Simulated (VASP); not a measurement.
Here is a VASP 6.6.1 calculation.

File INCAR:

```
SYSTEM = TaN
PREC = Accurate
ENCUT = 520
EDIFF = 1E-8
ISMEAR = -1
SIGMA = 0.02
LREAL = .FALSE.
LASPH = .TRUE.
NELM = 120
ALGO = Normal
ISIF = 2
LWAVE = .FALSE.
LCHARG = .FALSE.
GGA = PS
LEFG = .TRUE.
NBANDS = 16
GGA_COMPAT = .FALSE.
```

KPOINTS

```
regular mesh
0
G
  9 9 9
  0 0 0
```

File POSCAR:

```
TaN
1.0
    0.0000000000      2.1717123202      2.1717123202
    2.1717123202      0.0000000000      2.1717123202
    2.1717123202      2.1717123202      0.0000000000
Ta N
1 1
Direct
    0.5000000000      0.5000000000      0.5000000000
    0.0000000000      0.0000000000      0.0000000000
```

Potentials or basis: VASP PAW PBE potentials, release 64 (Ta_sv_GW, N).

Command:

```console
$ cat potpaw_PBE.64/Ta_sv_GW/POTCAR potpaw_PBE.64/N/POTCAR > POTCAR
$ mpirun -np 1 vasp_std > vasp.out
```

Problem. What does it give for the pressure?

Solution. 8.1 GPa.

Problem. Estimate the band gap on the k mesh.

Solution. Zero (bands 9 and 10 overlap by 3.87 eV).

Caveat: the cell stands under pressure; the PAW data sets were made with another functional, which shifts forces and pressure a little; spin-orbit coupling is left out, which moves the levels of the heavy elements.
